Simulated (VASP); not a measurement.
Write the native input for VASP 6.6.1 that does the following.

```
Task                   : single point
Functional             : PBE
Dispersion             : D3(BJ)
Potentials or basis    : VASP PAW PBE potentials, release 64 (Al)
Cutoff                 : 520 eV
k mesh                 : 18 × 18 × 6
Occupations            : gaussian, width 0.15 eV
Spin                   : no spin polarisation
Dipole correction      : no
Further INCAR settings : ALGO = Normal; EDIFF = 1e-06; NBANDS = 14
```

The structure of Al lies in POSCAR:

```
Al
1.0
    2.7031861540      0.0000000000      0.0000000000
   -1.3515930770      2.3410278805      0.0000000000
    0.0000000000      0.0000000000      9.6165847427
Al
4
Direct
    0.0000000000      0.0000000000      0.0000000000
    0.3333333333      0.6666666667      0.2500000000
    0.0000000000      0.0000000000      0.5000000000
    0.6666666667      0.3333333333      0.7500000000
```

This isn't the form of Al at room conditions, which is fcc.

One way to write it, as run:

INCAR

```
SYSTEM = Al
PREC = Accurate ; ENCUT = 520
EDIFF = 1E-6 ; ISMEAR = 0
SIGMA = 0.15 ; LREAL = .False.
LASPH = .True. ; NELM = 60
ALGO = Normal ; ISIF = 2
LWAVE = .False. ; LCHARG = .False.
GGA = PE ; IVDW = 12
NBANDS = 14
```

KPOINTS

```
Automatic mesh
0
Gamma
  18 18 6
  0 0 0
```

Potentials or basis: VASP PAW PBE potentials, release 64 (Al).

Launch:

```sh
$ cat potpaw_PBE.64/Al/POTCAR > POTCAR
$ mpirun -np 1 vasp_std > vasp.out
```

It gave:

| Item | Value |
| --- | --- |
| Pressure | 4.9 GPa |
| Band gap on the k mesh | zero (bands 6 and 7 overlap by 4.41 eV) |
| Dispersion energy per atom | -0.366 eV |

Caveat: the cell stands under pressure.

It took 36 s on 1 thread of AMD EPYC 9R45 96-Core Processor (Zen 5), on a shared host, peak memory 0.21 GiB.
